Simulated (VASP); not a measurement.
Crystal: Fe2Co.

```
Fe Co
1.0
     0.00000    1.98380    5.95139
     1.40276    0.00000    5.95139
     1.40276    1.98380    0.00000
Fe Co
2 1
Direct
  0.66667 0.66667 0.33333
  0.33333 0.33333 0.66667
  0.00000 0.00000 0.00000
```

```yaml
Program: VASP 6.6.1
Task: relaxation of cell and atoms
Functional: PBE
Potentials_or_basis: VASP PAW PBE potentials, release 64 (Fe, Co)
Cutoff: 600 eV
k_mesh: 8 × 8 × 8
Occupations: gaussian, width 0.1 eV
Spin: collinear spin, ferromagnetic start
Starting_moments: "[4.0, 4.0, 3.0] μB"
```

At the start: pressure 8.3 GPa; volume 11.04 Å³/atom.

Question: How do energy, volume and symmetry change on relaxing?

Answer: Over 5 steps the energy falls by 12.0 meV/atom and the volume is 11.49 Å³/atom (+4.0 %); space group Fmmm (No. 69, to 0.1 Å) before and after; moment 6.84 μB per cell.

The path:
```tsv
step	energy change (eV)	largest force (eV/Å)	pressure (GPa)	volume (Å³)
1	0.0000	0.1804	8.32	33.12
2	-0.0034	0.0694	-6.72	35.95
3	-0.0351	0.1081	-0.21	34.51
4	-0.0351	0.1093	-0.04	34.48
5	-0.0361	0.0346	0.10	34.46
```

Final structure:
```
CELL_PARAMETERS angstrom
0.00000 2.01793 6.02101
1.41820 0.00000 6.02101
1.41820 2.01793 0.00000
ATOMIC_POSITIONS crystal
Fe 0.66591 0.66591 0.33409
Fe 0.33409 0.33409 0.66591
Co 0.00000 0.00000 0.00000
```
